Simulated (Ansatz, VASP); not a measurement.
This is a calculation of MnO for VASP 6.6.1.

INCAR

```
SYSTEM = MnO
  PREC = Accurate
  ENCUT = 600
  EDIFF = 1E-6
  ISMEAR = -1
  SIGMA = 0.05
  LREAL = .False.
  LASPH = .True.
  NELM = 150
  ALGO = Normal
  ISIF = 3
  LWAVE = .False.
  LCHARG = .False.
  ISPIN = 2
  MAGMOM = 4 0
  LORBIT = 11
  LMAXMIX = 4
  GGA = RE
  IVDW = 12
  IBRION = 2
  NSW = 60
  EDIFFG = -0.01
```

File KPOINTS:

```
Automatic mesh
0
Gamma
  10 10 10
  0 0 0
```

File POSCAR:

```
MnO
1.0
    0.0000000000      2.2239077028      2.2239077028
    2.2239077028      0.0000000000      2.2239077028
    2.2239077028      2.2239077028      0.0000000000
Mn O
1 1
Direct
    0.0000000000      0.0000000000      0.0000000000
    0.5000000000      0.5000000000      0.5000000000
```

Potentials or basis: VASP PAW PBE potentials, release 64 (Mn_pv, O).

Command:

```console
$ cat potpaw_PBE.64/Mn_pv/POTCAR potpaw_PBE.64/O/POTCAR > POTCAR
$ mpirun -np 1 vasp_std > vasp.out
```

Task: Translate it to Ansatz 0.2.0. Potentials there: Ansatz PAW.

Result: As run (the cutoff follows the program's own potentials):

input.yaml

```yaml
crystal:
  lattice:
    - [0.0, 2.2239077028, 2.2239077028]
    - [2.2239077028, 0.0, 2.2239077028]
    - [2.2239077028, 2.2239077028, 0.0]
  atoms:
    - { symbol: Mn, position: [0.0, 0.0, 0.0], spin: 4.0 }
    - { symbol: O, position: [0.5, 0.5, 0.5] }
hamiltonian:
  xc: revpbe
  pseudopotentials: { kind: paw }
  dispersion: d3bj
magnetization:
  spin_polarized: true
kpoints:
  mp_grid: { grid: [10, 10, 10] }
scf:
  occupations: { method: fermi_dirac, width: 0.05 }
output:
  forces: true
  stress: true
relax:
  f_tol: 0.01
  max_steps: 40
  cell: { stress_tol: 0.05 }
```

Potentials or basis: Ansatz PAW.

The run is started by

```bash
$ ansatz run input.yaml --threads 2 --pin off --max-ram 5632MiB --backend cpu --events-out ev --progress --plain --runs-dir out
```

Both were run:

|  | VASP | Ansatz | Ansatz less VASP |
| --- | --- | --- | --- |
| net moment per atom (μB) | 2.41 | 2.41 | 0.000 |
| size of the moment on the site where the two differ most (μB) | 4.38 | 4.09 | -0.283 |
| relaxed volume (Å³/atom) | 11.05 | 11.05 | 0.000 |
| relaxed cell length with the largest relative difference (Å) | 3.150 | 3.150 | 0.0000 |

VASP's potentials were made for PBE, not for revPBE. Site moments also hang on the region over which each program counts them. VASP's potentials hold 19 valence electrons a cell and Ansatz's 21, so a difference there can come from the potentials and not from the codes.

Noted on Ansatz's run: the plane-wave basis is chosen anew once the cell has moved, so the energies of steps on either side of that aren't comparable.
